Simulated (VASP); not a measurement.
A run of VASP 6.6.1:

File POSCAR:

```
CsH
1.0
    3.1880000000      3.1880000000      0.0000000000
   -3.1880000000      3.1880000000      0.0000000000
    0.0000000000      3.1880000000      3.1880000000
Cs H
1 1
Direct
    0.0000000000      0.0000000000      0.0000000000
    0.5000000000      0.5000000000      0.0000000000
```

INCAR.step1

```
SYSTEM = CsH
PREC = Accurate
ENCUT = 600
ISMEAR = 0
SIGMA = 0.01
LREAL = .FALSE.
LASPH = .TRUE.
NELM = 80
GGA = PE
ALGO = Normal
EDIFF = 1E-4
LWAVE = .TRUE.
LCHARG = .FALSE.
```

File INCAR.step2:

```
SYSTEM = CsH
PREC = Accurate
ENCUT = 600
EDIFF = 1E-6
ISMEAR = 0
SIGMA = 0.01
LREAL = .FALSE.
LASPH = .TRUE.
NELM = 80
ALGO = Normal
ISIF = 3
LWAVE = .FALSE.
LCHARG = .FALSE.
METAGGA = R2SCAN
LMIXTAU = .TRUE.
IBRION = 2
NSW = 100
EDIFFG = -0.002
PSTRESS = 150.0
ISTART = 1
```

Contents of KPOINTS:

```
regular mesh
0
G
  6 6 6
  0 0 0
```

Potentials or basis: VASP PAW PBE potentials, release 64 (Cs_sv, H).

Launch:

```sh
$ cat potpaw_PBE.64/Cs_sv/POTCAR potpaw_PBE.64/H/POTCAR > POTCAR
$ cp INCAR.step1 INCAR
$ mpirun -np 1 vasp_std > vasp.out
$ cp INCAR.step2 INCAR
$ mpirun -np 1 vasp_std > vasp.out
```

Hardware: 1 thread of AMD EPYC 9R45 96-Core Processor (Zen 5) (shared host).

How long does it take, and how much memory?

Run time: 2.4 min on 1 thread of AMD EPYC 9R45 96-Core Processor (Zen 5), with other jobs on the host, peak memory 0.2 GiB. Counts: k points 16, ion steps 6.
